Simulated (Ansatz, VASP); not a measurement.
**One calculation of P, two programs**

```
P
1.0
     3.69138    0.00000    0.00000
    -1.84569    3.19683    0.00000
     0.00000    0.00000   10.05376
P
4
Direct
  0.00000 0.00000 0.25000
  0.00000 0.00000 0.75000
  0.33333 0.66667 0.75000
  0.66667 0.33333 0.25000
```

Alike in both runs: task single point; functional r2SCAN; k mesh 6 × 6 × 2; occupations gaussian, width 0.1 eV; no spin polarisation.

|  | VASP | Ansatz |
| --- | --- | --- |
| version | VASP 6.6.1 | Ansatz 0.2.0 |
| potentials or method | VASP PAW PBE potentials, release 64 (P), cutoff 520 eV | scalar-relativistic, plane waves, PAW |
| valence electrons in the cell | 20 | 20 |

Ansatz gave:

| Item | Value |
| --- | --- |
| gap on the k mesh at the Fermi level (eV) | none |
| pressure (GPa) | 3.8 |
| traceless stress, the component that is largest in VASP (GPa) | -4.35 |

Estimate VASP's values.

gap on the k mesh at the Fermi level (eV): none; pressure (GPa): 3.5; traceless stress, the component that is largest in VASP (GPa): -4.02.

VASP's potentials were made for PBE, not for r2SCAN. A gap of «none» marks a metal or a gap that the smearing closes.
